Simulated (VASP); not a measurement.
The system is ScBS3.

```
Sc B S
1.0
     4.29889    0.00000    0.00000
     0.00000    4.29889    0.00000
     0.00000    0.00000    4.29889
Sc B S
1 1 3
Cartesian
  2.1494 2.1494 2.1494
  0.0000 0.0000 0.0000
  2.1494 0.0000 0.0000
  0.0000 2.1494 0.0000
  0.0000 0.0000 2.1494
```

* Program: VASP 6.6.1
* Task: relaxation of cell and atoms
* Functional: PBE
* Potentials or basis: VASP PAW PBE potentials, release 64 (Sc_sv, B, S)
* Cutoff: 600 eV
* k mesh: 4 × 4 × 4
* Occupations: gaussian, width 0.1 eV
* Spin: no spin polarisation

At the start: pressure -4.1 GPa; volume 15.89 Å³/atom.

Where does the relaxation end?

Over 3 steps the energy falls by 9.3 meV/atom and the volume is 15.19 Å³/atom (-4.4 %); space group Pm-3m (No. 221, to 0.05 Å).

The path:
| step | energy change (eV) | largest force (eV/Å) | pressure (GPa) | volume (Å³) |
| --- | --- | --- | --- | --- |
| 1 | 0.0000 | 0.0000 | -4.12 | 79.45 |
| 2 | -0.0416 | 0.0000 | 1.51 | 74.84 |
| 3 | -0.0467 | 0.0000 | 0.01 | 75.94 |

Final structure:
```xyz
5
Lattice="4.2347 0.0000 0.0000 0.0000 4.2347 0.0000 0.0000 0.0000 4.2347" Properties=species:S:1:pos:R:3 pbc="T T T"
Sc    2.1174    2.1174    2.1174
B     0.0000    0.0000    0.0000
S     2.1174    0.0000    0.0000
S     0.0000    2.1174    0.0000
S     0.0000    0.0000    2.1174
```

Caveat: the k points lie up to 0.37 Å⁻¹ apart in the final cell.
